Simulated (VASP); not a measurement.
# BeTe (F-43m) in VASP: further runs

The runs below take BeTe through elastic constants, with r2SCAN.

Program: VASP 6.6.1. These are calculated values, not measurements. Logs are shortened: lines on timing, memory, paths and dates and some standing lists are left out, and cuts for length are marked.

## Step 1: The cell of the first run

It takes space group F-43m (No. 216, cubic). Conventional cell: a = 5.657 Å, b = 5.657 Å, c = 5.657 Å, α = 90.00°, β = 90.00°, γ = 90.00°. Within 3.2 Å of Be (site symmetry -43m) lie 4 Te at 2.45 Å. Within 3.2 Å of Te (site symmetry -43m) lie 4 Be at 2.45 Å.

## Step 2: Elastic constants, r2SCAN

INCAR

```
PREC = Accurate ; ENCUT = 600
EDIFF = 1E-8 ; ISMEAR = 0
SIGMA = 0.01 ; LREAL = F
LASPH = T ; NELM = 100
ALGO = Normal ; ISIF = 3
LWAVE = F ; LCHARG = F
METAGGA = R2SCAN ; LMIXTAU = T
IBRION = 6 ; NFREE = 2
POTIM = 0.015 ; NSW = 1
```

KPOINTS

```
Automatic mesh
0
Gamma
  8 8 8
```

POSCAR

```
BeTe
1.0
    0.0000000000      2.8284051077      2.8284051077
    2.8284051077      0.0000000000      2.8284051077
    2.8284051077      2.8284051077      0.0000000000
Be Te
1 1
Direct
    0.0000000000      0.0000000000      0.0000000000
    0.7500000000      0.7500000000      0.7500000000
```

Potentials or basis: VASP PAW PBE potentials, release 64 (Be, Te).

Started as:

```
> cat potpaw_PBE.64/Be/POTCAR potpaw_PBE.64/Te/POTCAR > POTCAR
> mpirun -np 1 vasp_std > vasp.out
```

OUTCAR:

```text
PREC = Accurate
   ENCUT = 600
   EDIFF = 1E-8
   ISMEAR = 0
   LREAL = F
   LASPH = T
   NELM = 100
   ISIF = 3
   METAGGA = R2SCAN
   IBRION = 6
   NFREE = 2
   POTIM = 0.015
   NSW = 1

 ion  position               nearest neighbor table
   1  0.000  0.000  0.000-   2 2.45   2 2.45   2 2.45   2 2.45
   2  0.750  0.750  0.750-   1 2.45   1 2.45   1 2.45   1 2.45

  LATTYP: Found a face centered cubic cell.
 ALAT       =     5.6568102154

  Lattice vectors:

 A1 = (   0.0000000000,   2.8284051077,   2.8284051077)
 A2 = (   2.8284051077,   0.0000000000,   2.8284051077)
 A3 = (   2.8284051077,   2.8284051077,   0.0000000000)

Analysis of symmetry for initial positions (statically):
=====================================================================
 Subroutine PRICEL returns:
 Original cell was already a primitive cell.

 Routine SETGRP: Setting up the symmetry group for a
 face centered cubic supercell.

 Subroutine GETGRP returns: Found 24 space group operations
 (whereof 24 operations were pure point group operations)
 out of a pool of 48 trial point group operations.

The static configuration has the point symmetry T_d .

Analysis of symmetry for dynamics (positions and initial velocities):
=====================================================================
 Subroutine PRICEL returns:
 Original cell was already a primitive cell.

 Routine SETGRP: Setting up the symmetry group for a
 face centered cubic supercell.

 Subroutine GETGRP returns: Found 24 space group operations
 (whereof 24 operations were pure point group operations)
 out of a pool of 48 trial point group operations.

The dynamic configuration has the point symmetry T_d .

 Subroutine INISYM returns: Found 24 space group operations
 (whereof 24 operations are pure point group operations),
 and found     1 'primitive' translations

----------------------------------------------------------------------------------------

                                     Primitive cell

  volume of cell :      45.2538

  direct lattice vectors                    reciprocal lattice vectors
     0.000000000  2.828405108  2.828405108    -0.176778071  0.176778071  0.176778071
     2.828405108  0.000000000  2.828405108     0.176778071 -0.176778071  0.176778071
     2.828405108  2.828405108  0.000000000     0.176778071  0.176778071 -0.176778071

  length of vectors
     3.999968863  3.999968863  3.999968863     0.306188601  0.306188601  0.306188601

  position of ions in fractional coordinates (direct lattice)
     0.000000000  0.000000000  0.000000000
     0.750000000  0.750000000  0.750000000

  ion indices of the primitive-cell ions
   primitive index   ion index
                 1           1
                 2           2

----------------------------------------------------------------------------------------

 KPOINTS: Automatic mesh

Automatic generation of k-mesh.
 Grid dimensions read from file:
 generate k-points for:    8    8    8

 Generating k-lattice:

  Cartesian coordinates                     Fractional coordinates (reciprocal lattice)
    -0.022097259  0.022097259  0.022097259     0.125000000  0.000000000  0.000000000
     0.022097259 -0.022097259  0.022097259     0.000000000  0.125000000  0.000000000
     0.022097259  0.022097259 -0.022097259     0.000000000  0.000000000  0.125000000
[... 107 lines left out ...]

------------------------ aborting loop because EDIFF is reached ----------------------------------------

  FORCE on cell =-STRESS in cart. coord.  units (eV):
  Direction    XX          YY          ZZ          XY          YZ          ZX
  --------------------------------------------------------------------------------------
  -------------------------------------------------------------------------------------
  Total        0.0523091      0.0523091      0.0523091     -0.0000000      0.0000000      0.0000000
  in kB        1.8519652      1.8519652      1.8519652     -0.0000000      0.0000000      0.0000000
  external PRESSURE =       1.8519652 kB  Pullay stress =       0.0000000 kB
[... 89 lines left out ...]
  FREE ENERGIE OF THE ION-ELECTRON SYSTEM (eV)
  ---------------------------------------------------
  free  energy   TOTEN  =       -30.6813369561 eV

  energy  without entropy=      -30.6813369561  energy(sigma->0) =      -30.68133696

[... ionic steps 4 to 14 ...]

--------------------------------------- Ionic step       15  -------------------------------------------

 number of electron       8.0000000 magnetization

------------------------ aborting loop because EDIFF is reached ----------------------------------------
[... 67 lines left out ...]
--------------------------------------- Ionic step       17  -------------------------------------------

 number of electron       8.0000000 magnetization

 Free energy of the ion-electron system (eV)
  ---------------------------------------------------
  ext. energy  EPLUGINS =         0.00000000
  ---------------------------------------------------
  free energy    TOTEN  =       -30.68467307 eV

  energy without entropy =      -30.68467307  energy(sigma->0) =      -30.68467307

 E-fermi :   4.8961     XC(G=0):  -9.4236

 val. band max:        4.8346595553   @ k =   0.0000   0.0000   0.0000
 cond. band min:       7.1558351390   @ k =   0.0000   0.5000   0.5000
 fundamental gap:      2.3211755837
 Fermi energy:         4.8961308594

 k-point     1 :       0.0000    0.0000    0.0000
  band No.  band energies     occupation
      1      -7.9078      2.00000
      2       4.7427      2.00000
      3       4.7897      2.00000
      4       4.8347      2.00000
      5       8.7917      0.00000
      6       8.8177      0.00000
      7       8.8463      0.00000
      8       9.1955      0.00000
[... 243 lines left out ...]
 k-point    24 :      -0.3750    0.2500    0.1250
  band No.  band energies     occupation
      1      -6.2473      2.00000
      2      -0.4465      2.00000
      3       1.8491      2.00000
      4       2.8423      2.00000
      5       9.4588      0.00000
      6       9.5690      0.00000
      7      12.0306      0.00000
      8      13.1726      0.00000

 [... further k-points ...]

------------------------ aborting loop because EDIFF is reached ----------------------------------------

  FORCE on cell =-STRESS in cart. coord.  units (eV):
  Direction    XX          YY          ZZ          XY          YZ          ZX
  --------------------------------------------------------------------------------------
  -------------------------------------------------------------------------------------
  Total        0.0530050      0.0542872      0.0542872      0.0000000     -0.0618920      0.0000000
  in kB        1.8766040      1.9219987      1.9219987      0.0000000     -2.1912404      0.0000000
  external PRESSURE =       1.9068671 kB  Pullay stress =       0.0000000 kB
[... 17 lines left out ...]
  FREE ENERGIE OF THE ION-ELECTRON SYSTEM (eV)
  ---------------------------------------------------
  free  energy   TOTEN  =       -30.6846730744 eV

  energy  without entropy=      -30.6846730744  energy(sigma->0) =      -30.68467307

 INTERNAL STRAIN TENSORS FROM STRAINED CELLS
 ============================================

 INTERNAL STRAIN TENSOR FOR ION    1 for displacements in x,y,z  (eV/Angst):
          X           Y           Z          XY          YZ          ZX
  --------------------------------------------------------------------------------
  x    -0.00000    -0.00000     0.00000    -0.00000    -4.13270    -0.00000
  y    -0.00000     0.00000     0.00000    -0.00000     0.00000    -4.13267
  z    -0.00000    -0.00000     0.00000    -4.13374     0.00000     0.00000

 INTERNAL STRAIN TENSORS FROM DISPLACED ATOMS
 ============================================

 INTERNAL STRAIN TENSOR FOR ION    1 for displacements in x,y,z  (eV/Angst):
          X           Y           Z          XY          YZ          ZX
  --------------------------------------------------------------------------------
  x     0.00000    -0.00000    -0.00000     0.00000    -4.12326     0.00000
  y     0.00000    -0.00000     0.00000     0.00000     0.00000    -4.12326
  z    -0.00000    -0.00000     0.00000    -4.12326     0.00000     0.00000

 INTERNAL STRAIN TENSOR FOR ION    2 for displacements in x,y,z  (eV/Angst):
          X           Y           Z          XY          YZ          ZX
  --------------------------------------------------------------------------------
  x     0.00000     0.00000     0.00000     0.00000     4.12669     0.00000
  y    -0.00000     0.00000    -0.00000     0.00000     0.00000     4.12669
  z     0.00000     0.00000     0.00000     4.12669     0.00000     0.00000

 Eigenvectors and eigenvalues of the dynamical matrix
 ----------------------------------------------------

   1 f  =   13.728690 THz    86.259906 2PiTHz  457.939819 cm-1    56.777276 meV
             X         Y         Z           dx          dy          dz
      0.000000  0.000000  0.000000     0.966444    0.000000    0.000000
      4.242608  4.242608  4.242608    -0.256876    0.000000    0.000000
[... 21 lines left out ...]
   6 f/i=    0.000288 THz     0.001808 2PiTHz    0.009597 cm-1     0.001190 meV
             X         Y         Z           dx          dy          dz
      0.000000  0.000000  0.000000     0.020634    0.156354    0.202763
      4.242608  4.242608  4.242608     0.077631    0.588250    0.762857

--------------------------------------------------------------------------------------------------------

 ELASTIC MODULI CONTR FROM IONIC RELAXATION (kBar)
 Direction    XX          YY          ZZ          XY          YZ          ZX
 --------------------------------------------------------------------------------
 XX          -0.0000      0.0000      0.0000     -0.0000      0.0000      0.0000
 YY           0.0000     -0.0000      0.0000     -0.0000     -0.0000     -0.0000
 ZZ           0.0000      0.0000     -0.0000      0.0000     -0.0000      0.0000
 XY          -0.0000     -0.0000      0.0000    -92.7858     -0.0000      0.0000
 YZ           0.0000     -0.0000     -0.0000     -0.0000    -92.7858     -0.0000
 ZX           0.0000     -0.0000      0.0000      0.0000     -0.0000    -92.7858
 --------------------------------------------------------------------------------

 TOTAL ELASTIC MODULI (kBar)
 Direction    XX          YY          ZZ          XY          YZ          ZX
 --------------------------------------------------------------------------------
 XX        1020.6729    393.9156    393.9156      0.0000     -0.0000      0.0000
 YY         393.9156   1020.6729    393.9156      0.0000      0.0000      0.0000
 ZZ         393.9156    393.9156   1020.6729     -0.0000      0.0000      0.0000
 XY           0.0000      0.0000     -0.0000    524.2579     -0.0000      0.0000
 YZ          -0.0000      0.0000      0.0000     -0.0000    524.2579     -0.0000
 ZX           0.0000      0.0000      0.0000      0.0000     -0.0000    524.2579
 --------------------------------------------------------------------------------
```

It took 21 min on 1 thread of AMD EPYC 9R45 (Zen 5), shared host; peak memory 0.26 GiB.

What came out:

| Item | Value |
| --- | --- |
| Elastic constants C11, C12, C44 | 102, 39, 52 GPa |
| Voigt bulk modulus | 60 GPa |
| Highest phonon frequency at Γ, LO-TO splitting left out | 458 cm⁻¹ |

Phonon frequencies in cm⁻¹ (negative: imaginary):
```
              q point        frequencies
(0.000, 0.000, 0.000)  0 0 0 458 458 458
```

Elastic tensor in Voigt notation (GPa, in the Cartesian axes of the cell as first typed):
```
102  39  39   0   0   0
 39 102  39   0   0   0
 39  39 102   0   0   0
  0   0   0  52   0   0
  0   0   0   0  52   0
  0   0   0   0   0  52
```

Clamped-ion elastic tensor (GPa):
```
102  39  39   0   0   0
 39 102  39   0   0   0
 39  39 102   0   0   0
  0   0   0  62   0   0
  0   0   0   0  62   0
  0   0   0   0   0  62
```

Caveat: the PAW data sets were made with another functional, which shifts forces and pressure a little; spin-orbit coupling is left out, which moves the levels of the heavy elements.

## Step 3: Elastic constants, r2SCAN

This run uses another cell than the first one, of 22.27 Å³/atom, 0.984 times its volume.

INCAR

```
SYSTEM = BeTe
ALGO     = Normal         ! electronic algorithm
EDIFF    = 1E-8           ! SCF threshold, eV
ENCUT    = 600            ! plane-wave cutoff, eV
IBRION   = 6              ! ionic algorithm
ISIF     = 3              ! what is computed and relaxed
ISMEAR   = 0              ! smearing method
LASPH    = .True.         ! aspherical terms in the spheres
LCHARG   = .False.        ! write CHGCAR
LMIXTAU  = .True.       
LREAL    = .False.        ! projectors in reciprocal space
LWAVE    = .False.        ! write WAVECAR
METAGGA  = R2SCAN         ! meta-GGA
NELM     = 60             ! most SCF steps
NFREE    = 2            
NSW      = 1              ! ionic steps
POTIM    = 0.015          ! step
PREC     = Accurate       ! precision mode
SIGMA    = 0.01           ! smearing width, eV
```

KPOINTS

```
k-points
0
Gamma
  8 8 8
  0 0 0
```

POSCAR

```
BeTe
1.0
    0.0000000000      2.8134445265      2.8134445265
    2.8134445265      0.0000000000      2.8134445265
    2.8134445265      2.8134445265      0.0000000000
Be Te
1 1
Direct
    0.0000000000      0.0000000000      0.0000000000
    0.7500000000      0.7500000000      0.7500000000
```

Potentials or basis: VASP PAW PBE potentials, release 64 (Be, Te).

Started as:

```
> cat potpaw_PBE.64/Be/POTCAR potpaw_PBE.64/Te/POTCAR > POTCAR
> mpirun -np 1 vasp_std > vasp.out
```

OUTCAR:

```text
SYSTEM = BeTe
   EDIFF = 1E-8
   ENCUT = 600
   IBRION = 6
   ISIF = 3
   ISMEAR = 0
   LASPH = .True.
   LREAL = .False.
   METAGGA = R2SCAN
   NELM = 60
   NFREE = 2
   NSW = 1
   POTIM = 0.015
   PREC = Accurate

 ion  position               nearest neighbor table
   1  0.000  0.000  0.000-   2 2.44   2 2.44   2 2.44   2 2.44
   2  0.750  0.750  0.750-   1 2.44   1 2.44   1 2.44   1 2.44

  LATTYP: Found a face centered cubic cell.
 ALAT       =     5.6268890530

  Lattice vectors:

 A1 = (   0.0000000000,   2.8134445265,   2.8134445265)
 A2 = (   2.8134445265,   0.0000000000,   2.8134445265)
[... 688 lines left out ...]
          X           Y           Z          XY          YZ          ZX
  --------------------------------------------------------------------------------
  x     0.00000     0.00000     0.00000     0.00000    -4.56040     0.00000
  y     0.00000     0.00000     0.00000     0.00000     0.00000    -4.56040
  z     0.00000     0.00000     0.00000    -4.56040     0.00000     0.00000

 INTERNAL STRAIN TENSOR FOR ION    2 for displacements in x,y,z  (eV/Angst):
          X           Y           Z          XY          YZ          ZX
  --------------------------------------------------------------------------------
  x    -0.00000     0.00000     0.00000     0.00000     4.56082     0.00000
  y     0.00000     0.00000     0.00000     0.00000     0.00000     4.56082
  z     0.00000     0.00000    -0.00000     4.56082     0.00000     0.00000

 Eigenvectors and eigenvalues of the dynamical matrix
 ----------------------------------------------------

   1 f  =   14.038161 THz    88.204366 2PiTHz  468.262642 cm-1    58.057142 meV
             X         Y         Z           dx          dy          dz
      0.000000  0.000000  0.000000     0.000000    0.966457    0.000000
      4.220167  4.220167  4.220167     0.000000   -0.256828    0.000000
[... 21 lines left out ...]
   6 f/i=    0.000403 THz     0.002531 2PiTHz    0.013435 cm-1     0.001666 meV
             X         Y         Z           dx          dy          dz
      0.000000  0.000000  0.000000     0.000000   -0.256828    0.000000
      4.220167  4.220167  4.220167     0.000000   -0.966457    0.000000

--------------------------------------------------------------------------------------------------------

 ELASTIC MODULI CONTR FROM IONIC RELAXATION (kBar)
 Direction    XX          YY          ZZ          XY          YZ          ZX
 --------------------------------------------------------------------------------
 XX          -0.0000     -0.0000      0.0000     -0.0000      0.0000     -0.0000
 YY          -0.0000     -0.0000      0.0000     -0.0000     -0.0000     -0.0000
 ZZ           0.0000      0.0000     -0.0000      0.0000     -0.0000      0.0000
 XY          -0.0000     -0.0000      0.0000   -110.2320      0.0000     -0.0000
 YZ           0.0000     -0.0000     -0.0000      0.0000   -110.2320     -0.0000
 ZX           0.0000     -0.0000      0.0000     -0.0000     -0.0000   -110.2320
 --------------------------------------------------------------------------------

 TOTAL ELASTIC MODULI (kBar)
 Direction    XX          YY          ZZ          XY          YZ          ZX
 --------------------------------------------------------------------------------
 XX        1054.0794    419.1713    419.1713      0.0000      0.0000      0.0000
 YY         419.1713   1054.0794    419.1713     -0.0000     -0.0000     -0.0000
 ZZ         419.1713    419.1713   1054.0794      0.0000     -0.0000     -0.0000
 XY           0.0000     -0.0000      0.0000    539.4184      0.0000     -0.0000
 YZ           0.0000     -0.0000     -0.0000      0.0000    539.4184     -0.0000
 ZX           0.0000     -0.0000     -0.0000     -0.0000     -0.0000    539.4184
 --------------------------------------------------------------------------------
```

Wall time 14 min (1 thread of Intel Xeon 6975P-C (Granite Rapids), shared host); peak memory 0.29 GiB.

What came out:

```
Elastic constants C11, C12, C44                         : 105, 42, 54 GPa
Voigt bulk modulus                                      : 63 GPa
Highest phonon frequency at Γ, LO-TO splitting left out : 468 cm⁻¹
```

Phonon frequencies in cm⁻¹ (negative: imaginary):
```tsv
q point	frequencies
(0.000, 0.000, 0.000)	0 0 0 468 468 468
```

Elastic tensor in Voigt notation (GPa, in the Cartesian axes of the cell as first typed):
```
105  42  42   0   0   0
 42 105  42   0   0   0
 42  42 105   0   0   0
  0   0   0  54   0   0
  0   0   0   0  54   0
  0   0   0   0   0  54
```

Clamped-ion elastic tensor (GPa):
```
105  42  42   0   0   0
 42 105  42   0   0   0
 42  42 105   0   0   0
  0   0   0  65   0   0
  0   0   0   0  65   0
  0   0   0   0   0  65
```

Caveat: the cell is under stress, which shifts elastic constants; the PAW data sets were made with another functional, which shifts forces and pressure a little; spin-orbit coupling is left out, which moves the levels of the heavy elements.
